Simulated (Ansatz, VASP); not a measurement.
## SnO2: VASP beside Ansatz

File INCAR:

```
ALGO = Normal ; EDIFF = 1E-6
EDIFFG = -0.005 ; ENCUT = 600
GGA = PE ; IBRION = 2
ISIF = 3 ; ISMEAR = -1
LASPH = True ; LCHARG = False
LREAL = False ; LWAVE = False
NELM = 60 ; NSW = 60
PREC = Accurate ; SIGMA = 0.08
```

Contents of KPOINTS:

```
k-points
0
Gamma
  7 7 11
```

The input POSCAR:

```
SnO2
1.0
    4.5821571838      0.0000000000      0.0000000000
    0.0000000000      4.5821571838      0.0000000000
    0.0000000000      0.0000000000      3.0242237413
Sn O
2 4
Direct
    0.0000000000      0.0000000000      0.0000000000
    0.5000000000      0.5000000000      0.5000000000
    0.3050000000      0.3050000000      0.0000000000
    0.6950000000      0.6950000000      0.0000000000
    0.8050000000      0.1950000000      0.5000000000
    0.1950000000      0.8050000000      0.5000000000
```

Input for Ansatz:

```yaml
crystal:
  lattice:
    - [4.5821571838, 0.0, 0.0]
    - [0.0, 4.5821571838, 0.0]
    - [0.0, 0.0, 3.0242237413]
  atoms:
    - { symbol: Sn, position: [0.0, 0.0, 0.0] }
    - { symbol: Sn, position: [0.5, 0.5, 0.5] }
    - { symbol: O, position: [0.305, 0.305, 0.0] }
    - { symbol: O, position: [0.695, 0.695, 0.0] }
    - { symbol: O, position: [0.805, 0.195, 0.5] }
    - { symbol: O, position: [0.195, 0.805, 0.5] }
kpoints:
  mp_grid: { grid: [7, 7, 11] }
scf:
  occupations: { method: fermi_dirac, width: 0.08 }
hamiltonian:
  xc: pbe
  pseudopotentials: { kind: paw }
output:
  forces: true
  stress: true
relax:
  f_tol: 0.005
  max_steps: 40
  cell: {}
```

Alike in both runs: task relaxation of cell and atoms; functional PBE; k mesh 7 × 7 × 11; occupations fermi-dirac, width 0.08 eV; no spin polarisation.

|  | VASP | Ansatz |
| --- | --- | --- |
| version | VASP 6.6.1 | Ansatz 0.2.0 |
| potentials or method | VASP PAW PBE potentials, release 64 (Sn_d, O) | PAW with Ansatz's default frozen-core files, scalar-relativistic |
| plane-wave cutoff (eV) | 600 | 420 |
| valence electrons in the cell | 52 | 52 |

VASP gave:

```
relaxed volume (Å³/atom)                                        : 12.62
relaxed length of the cell vector where the two differ most in proportion (Å) : 3.242
```

Task: Estimate Ansatz's values.

Result: Relaxed volume (Å³/atom): 12.58; relaxed length of the cell vector where the two differ most in proportion (Å): 3.238.

Noted on VASP's run: the volume moved by over 15 % at a fixed basis, so the end points are rough.
